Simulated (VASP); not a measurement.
Set up this calculation in VASP 6.6.1, as the native input.

- Task: single point
- Functional: RPBE
- Potentials or basis: VASP PAW PBE potentials, release 64 (In_d, Pd)
- Cutoff: 520 eV
- k mesh: 8 × 8 × 8
- Occupations: fermi-dirac, width 0.05 eV
- Spin: no spin polarisation
- Dipole correction: no
- Further INCAR settings: ALGO = Fast; EDIFF = 1e-06; NBANDS = 18

The structure of InPd lies in POSCAR:

```
InPd
1.0
    3.3375200041      0.0000000000      0.0000000000
    0.0000000000      3.3375200041      0.0000000000
    0.0000000000      0.0000000000      3.3375200041
In Pd
1 1
Direct
    0.0000000000      0.0000000000      0.0000000000
    0.5000000000      0.5000000000      0.5000000000
```

The input as run:

INCAR

```
SYSTEM = InPd
ALGO = Fast
EDIFF = 1E-6
ENCUT = 520
GGA = RP
ISIF = 2
ISMEAR = -1
LASPH = .True.
LCHARG = .False.
LREAL = .False.
LWAVE = .False.
NBANDS = 18
NELM = 60
PREC = Accurate
SIGMA = 0.05
```

KPOINTS

```
k-points
0
Gamma
  8 8 8
  0 0 0
```

Potentials or basis: VASP PAW PBE potentials, release 64 (In_d, Pd).

Launch:

```bash
$ cat potpaw_PBE.64/In_d/POTCAR potpaw_PBE.64/Pd/POTCAR > POTCAR
$ mpirun -np 1 vasp_std > vasp.out
```

It gave:

The pressure is 0.0 GPa.

Caveat: the PAW data sets were made with another functional, which shifts forces and pressure a little.

Wall time 50 s on 1 thread of Intel(R) Xeon(R) Platinum 8259CL CPU @ 2.50GHz (Skylake/Cascade Lake) (shared host), peak memory 0.17 GiB.
